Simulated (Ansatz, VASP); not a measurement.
Given: the input of a run of Ansatz 0.2.0 on MgGe2.

Contents of input.yaml:

```yaml
crystal:
  lattice:
    - [5.6297769048, -1.8861267011, 0.0]
    - [5.6297769048, 1.8861267011, 0.0]
    - [-3.2807317077, 0.0, 6.1256034046]
  atoms:
    - { symbol: Ge, position: [0.529234, 0.529234, 0.293621] }
    - { symbol: Ge, position: [0.470766, 0.470766, 0.706379] }
    - { symbol: Ge, position: [0.88039, 0.88039, 0.98544] }
    - { symbol: Ge, position: [0.11961, 0.11961, 0.01456] }
    - { symbol: Mg, position: [0.815286, 0.815286, 0.349253] }
    - { symbol: Mg, position: [0.184714, 0.184714, 0.650747] }
hamiltonian:
  xc: pbesol
  pseudopotentials: { kind: paw }
kpoints:
  mp_grid: { grid: [8, 8, 5] }
scf:
  occupations: { method: fermi_dirac, width: 0.05 }
output:
  forces: true
  stress: true
  eigenvalues: true
```

Potentials or basis: Ansatz PAW.

Launch:

```sh
$ ansatz run input.yaml --threads 1 --pin off --max-ram 3584MiB --backend cpu --events-out ev --progress --plain --runs-dir out
```

Problem. Translate it to VASP 6.6.1. Potentials there: VASP PAW PBE potentials, release 64 (Ge_d, Mg).

Solution. As run (the cutoff follows the program's own potentials):

INCAR

```
  PREC = Accurate
  ENCUT = 520
  EDIFF = 1E-6
  ISMEAR = -1
  SIGMA = 0.05
  LREAL = F
  LASPH = T
  NELM = 100
  ALGO = Normal
  ISIF = 2
  LWAVE = F
  LCHARG = F
  GGA = PS
  NBANDS = 39
```

Contents of KPOINTS:

```
regular mesh
0
Gamma
  8 8 5
```

Contents of POSCAR:

```
MgGe2
1.0
    5.6297769048     -1.8861267011      0.0000000000
    5.6297769048      1.8861267011      0.0000000000
   -3.2807317077      0.0000000000      6.1256034046
Ge Mg
4 2
Direct
    0.5292340000      0.5292340000      0.2936210000
    0.4707660000      0.4707660000      0.7063790000
    0.8803900000      0.8803900000      0.9854400000
    0.1196100000      0.1196100000      0.0145600000
    0.8152860000      0.8152860000      0.3492530000
    0.1847140000      0.1847140000      0.6507470000
```

Potentials or basis: VASP PAW PBE potentials, release 64 (Ge_d, Mg).

Run with:

```console
$ cat potpaw_PBE.64/Ge_d/POTCAR potpaw_PBE.64/Mg/POTCAR > POTCAR
$ mpirun -np 1 vasp_std > vasp.out
```

Both were run:

|  | VASP | Ansatz | Ansatz less VASP |
| --- | --- | --- | --- |
| gap on the k mesh at the Fermi level (eV) | none | none | - |
| pressure (GPa) | -5.3 | -5.2 | +0.06 |
| traceless stress, the component that is largest in VASP (GPa) | 0.59 | 0.58 | -0.006 |
| rms of the force components (eV/Å) | 0.134 | 0.138 | +0.0041 |

VASP's potentials were made for PBE, not for PBEsol. Atom by atom the forces differ by 0.005 eV/Å (rms over components). A gap of «none» marks a metal or a gap that the smearing closes. VASP's potentials hold 60 valence electrons a cell and Ansatz's 76, so a difference there can come from the potentials and not from the codes.
